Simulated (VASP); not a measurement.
Runs of VASP 6.6.1 on Na2Be. The structure is that of space group P6/mmm (No. 191), or close to it. The cells are those of the table. 

```tsv
task	cell	k mesh	cutoff (eV)	gap on the mesh (eV)	pressure (GPa)
single point	a = 4.207, b = 4.207, c = 2.959 Å, angles 90.0, 90.0, 120.0°, 3 atoms	6 × 6 × 6	520	none	16.2
single point	a = 5.209, b = 5.209, c = 2.723 Å, angles 90.0, 90.0, 120.0°, 3 atoms	12 × 12 × 16	520	none	0.0
relaxation of cell and atoms	relaxed from a = 4.207, b = 4.207, c = 2.959 Å, angles 90.0, 90.0, 120.0°, 3 atoms	6 × 6 × 6	600	none	-0.1
single point	a = 5.051, b = 5.051, c = 3.006 Å, angles 90.0, 90.0, 120.0°, 3 atoms	6 × 6 × 6	520	none	(a)
```

Alike in all rows: level PBE; potentials or basis VASP PAW PBE potentials, release 64 (Na_pv, Be); no spin polarisation; smearing gaussian 0.1 eV.

Q: Fill in the values left out.

A: (a) 0.1.

A gap of «none» marks levels without a gap at the run's occupations.
